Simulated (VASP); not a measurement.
Crystal: Pb.

```
Pb
1.0
     0.00000    2.47525    2.47525
     2.47525    0.00000    2.47525
     2.47525    2.47525    0.00000
Pb
1
Direct
  0.00000 0.00000 0.00000
```

```yaml
Program: VASP 6.6.1
Task: relaxation of cell and atoms
Functional: PBE
Potentials_or_basis: VASP PAW PBE potentials, release 64 (Pb_d)
Cutoff: 600 eV
k_mesh: 18 × 18 × 18
Occupations: fermi-dirac, width 0.05 eV
Spin: no spin polarisation
```

At the start: pressure 2.4 GPa; volume 30.33 Å³/atom.

Where does the relaxation end?

Over 7 steps the energy falls by 11.9 meV/atom and the volume is 32.00 Å³/atom (+5.5 %); space group Fm-3m (No. 225, to 0.1 Å) before and after.

The path:
```
step  energy change (eV)  largest force (eV/Å)  pressure (GPa)  volume (Å³)
   1              0.0000                0.0000            2.38        30.33
   2             -0.0115                0.0000           -0.42        32.35
   3             -0.0119                0.0000            0.02        32.00
   4             -0.0119                0.0000            0.02        32.04
   5             -0.0118                0.0000           -0.14        32.13
   6             -0.0119                0.0000           -0.07        32.07
   7             -0.0119                0.0000            0.01        32.00
```

Final structure:
```xyz
1
Lattice="0.0000 2.5200 2.5200 2.5200 0.0000 2.5200 2.5200 2.5200 0.0000" Properties=species:S:1:pos:R:3 pbc="T T T"
Pb    0.0000    0.0000    0.0000
```
